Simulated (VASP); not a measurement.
Te2Mo, 6 atoms in the cell. The structure is hexagonal, space group P6_3/mmc (No. 194). Conventional cell: a = 3.542 Å, b = 3.542 Å, c = 14.177 Å, α = 90.00°, β = 90.00°, γ = 120.00°. Within 3.6 Å of Te (site symmetry 3m) lie 3 Mo at 2.72 Å and 7 Te at 3.54 to 3.59 Å. Within 3.6 Å of Mo (site symmetry -6m2) lie 6 Te at 2.72 Å and 6 Mo at 3.54 Å. 

| Item | Value |
| --- | --- |
| Program | VASP 6.6.1 |
| Task | single point |
| Functional | PBE |
| Potentials or basis | VASP PAW PBE potentials, release 64 (Te, Mo_sv) |
| Cutoff | 520 eV |
| k mesh | 12 × 12 × 2 |
| Occupations | gaussian, width 0.01 eV |
| Spin | no spin polarisation |
| Dipole correction | no |
| Further INCAR settings | ALGO = Normal; EDIFF = 1e-07; NBANDS = 35 |

Potentials or basis: VASP PAW PBE potentials, release 64 (Te, Mo_sv).

Command:

```bash
$ cat potpaw_PBE.64/Te/POTCAR potpaw_PBE.64/Mo_sv/POTCAR > POTCAR
$ mpirun -np 1 vasp_std > vasp.out
```

Hardware: 1 thread of Intel(R) Xeon(R) 6975P-C (Granite Rapids) (shared host).

Problem. Estimate the wall time of this run.

Solution. Run time: 110 s on 1 thread of Intel(R) Xeon(R) 6975P-C (Granite Rapids) (shared host), peak memory 0.38 GiB. Counts: scf iterations 15, k points 38.
